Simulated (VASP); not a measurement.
Wanted: the native input for a VASP 6.6.1 run.

```yaml
Task: single point
Functional: RPBE
Dispersion: D4
Potentials_or_basis: VASP PAW PBE potentials, release 64 (Ni, Al)
Cutoff: 520 eV
k_mesh: 9 × 9 × 9
Occupations: fermi-dirac, width 0.05 eV
Spin: collinear spin, ferromagnetic start
Starting_moments: "[1.0, 0.0] μB"
Dipole_correction: no
Further_INCAR_settings: ALGO = Normal; EDIFF = 1e-06; NBANDS = 18
```

The structure of AlNi lies in POSCAR:

```
AlNi
1.0
    2.8515579864      0.0000000000      0.0000000000
    0.0000000000      2.8515579864      0.0000000000
    0.0000000000      0.0000000000      2.8515579864
Ni Al
1 1
Direct
    0.5000000000      0.5000000000      0.5000000000
    0.0000000000      0.0000000000      0.0000000000
```

One way to write it, as run:

INCAR

```
SYSTEM = AlNi
PREC     = Accurate       ! precision mode
ENCUT    = 520            ! plane-wave cutoff, eV
EDIFF    = 1E-6           ! SCF threshold, eV
ISMEAR   = -1             ! smearing method
SIGMA    = 0.05           ! smearing width, eV
LREAL    = .False.        ! projectors in reciprocal space
LASPH    = .True.         ! aspherical terms in the spheres
NELM     = 150            ! most SCF steps
ALGO     = Normal         ! electronic algorithm
ISIF     = 2              ! what is computed and relaxed
LWAVE    = .False.        ! write WAVECAR
LCHARG   = .False.        ! write CHGCAR
ISPIN    = 2              ! spin polarisation
MAGMOM   = 1 0            ! initial moments
LORBIT   = 11             ! projections on sites
LMAXMIX  = 4              ! l up to which the mixer works
GGA      = RP             ! functional
IVDW     = 13             ! dispersion correction
NBANDS   = 18             ! bands
```

KPOINTS

```
regular mesh
0
Gamma
  9 9 9
  0 0 0
```

Potentials or basis: VASP PAW PBE potentials, release 64 (Ni, Al).

The run is started by

```bash
$ cat potpaw_PBE.64/Ni/POTCAR potpaw_PBE.64/Al/POTCAR > POTCAR
$ mpirun -np 1 vasp_std > vasp.out
```

Results of the run:

```yaml
Pressure: -0.2 GPa
Net_moment: 0.00 μB per cell
Valence_electrons_inside_the_program's_atomic_spheres: Ni 9.51; Al 0.82
Dispersion_energy_per_atom: -0.882 eV
```

Caveat: the PAW data sets were made with another functional, which shifts forces and pressure a little; pairwise dispersion overbinds metals, which lowers pressure and volume.

It took 14 s on 1 thread of Intel(R) Xeon(R) Platinum 8488C (Sapphire Rapids), on a shared host, peak memory 0.16 GiB.
